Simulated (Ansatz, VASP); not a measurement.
# One calculation of LaLuAs2, two programs

File POSCAR:

```
LaLuAs2
1.0
    4.2232600530      0.0000000000      0.0000000000
    0.0000000000      4.2232600530      0.0000000000
    0.0000000000      0.0000000000      5.9521047156
La As Lu
1 2 1
Direct
    0.0000000000      0.0000000000      0.0000000000
    0.0000000000      0.0000000000      0.5000000000
    0.5000000000      0.5000000000      0.0000000000
    0.5000000000      0.5000000000      0.5000000000
```

File INCAR.step1:

```
PREC = Accurate ; ENCUT = 560
ISMEAR = -1 ; SIGMA = 0.02
LREAL = False ; LASPH = True
NELM = 200 ; NBANDS = 41
GGA = PE ; ALGO = Normal
EDIFF = 1E-5 ; LWAVE = True
LCHARG = False ; GGA_COMPAT = False
LMAXMIX = 6
```

INCAR.step2

```
PREC = Accurate ; ENCUT = 560
EDIFF = 1E-6 ; ISMEAR = -1
SIGMA = 0.02 ; LREAL = False
LASPH = True ; NELM = 200
ALGO = Normal ; ISIF = 2
LWAVE = False ; LCHARG = False
METAGGA = R2SCAN ; LMIXTAU = True
NBANDS = 41 ; ISTART = 1
GGA_COMPAT = False ; LMAXMIX = 6
```

The input KPOINTS:

```
Automatic mesh
0
Gamma
  6 6 4
```

Input for Ansatz:

```yaml
crystal:
  lattice:
    - [4.223260053, 0.0, 0.0]
    - [0.0, 4.223260053, 0.0]
    - [0.0, 0.0, 5.9521047156]
  atoms:
    - { symbol: La, position: [0.0, 0.0, 0.0] }
    - { symbol: As, position: [0.0, 0.0, 0.5] }
    - { symbol: Lu, position: [0.5, 0.5, 0.5] }
    - { symbol: As, position: [0.5, 0.5, 0.0] }
kpoints:
  mp_grid: { grid: [6, 6, 4] }
  band_path:
    path:
      - [0.0, 0.0, 0.0]
      - [0.0, 0.5, 0.0]
      - [0.5, 0.5, 0.0]
      - [0.0, 0.0, 0.5]
      - [0.0, 0.5, 0.5]
      - [0.5, 0.5, 0.5]
    npoints: 1
hamiltonian:
  xc: r2scan
scf:
  occupations: { method: fermi_dirac, width: 0.02 }
  n_extra_bands: 5
output:
  forces: true
  stress: true
  eigenvalues: true
```

Alike in both runs: task single point; functional r2SCAN; k mesh 6 × 6 × 4; occupations fermi-dirac, width 0.02 eV; no spin polarisation.

|  | VASP | Ansatz |
| --- | --- | --- |
| version | VASP 6.6.1 | Ansatz 0.2.0 |
| potentials or method | VASP PAW PBE potentials, release 64 (La, As_d, Lu) | plane waves, PAW |
| plane-wave cutoff (eV) | 560 | 500 |
| valence electrons in the cell | 66 | 66 |

|  | VASP | Ansatz | Ansatz less VASP |
| --- | --- | --- | --- |
| pressure (GPa) | 0.1 | 0.0 | -0.07 |

VASP's potentials were made for PBE, not for r2SCAN.

Neither program's run includes spin-orbit coupling.
